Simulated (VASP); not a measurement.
Here is a VASP 6.6.1 calculation.

INCAR

```
SYSTEM = Ti
PREC = Accurate
ENCUT = 520
EDIFF = 1E-7
ISMEAR = -1
SIGMA = 0.05
LREAL = .False.
LASPH = .True.
NELM = 80
ALGO = Normal
ISIF = 2
LWAVE = .False.
LCHARG = .False.
GGA = PE
NBANDS = 12
```

File KPOINTS:

```
regular mesh
0
Gamma
  14 14 14
  0 0 0
```

File POSCAR:

```
Ti
1.0
   -1.6355116647      1.6355116647      1.6355116647
    1.6355116647     -1.6355116647      1.6355116647
    1.6355116647      1.6355116647     -1.6355116647
Ti
1
Direct
    0.0000000000      0.0000000000      0.0000000000
```

Potentials or basis: VASP PAW PBE potentials, release 64 (Ti_sv).

Run with:

```console
$ cat potpaw_PBE.64/Ti_sv/POTCAR > POTCAR
$ mpirun -np 1 vasp_std > vasp.out
```

Question: Estimate the band gap on the k mesh.

Answer: Zero (band 6 reaches 8.99 eV, above the bottom of band 7 at 7.34 eV).

Question: What does it give for the pressure?

Answer: -1.6 GPa.
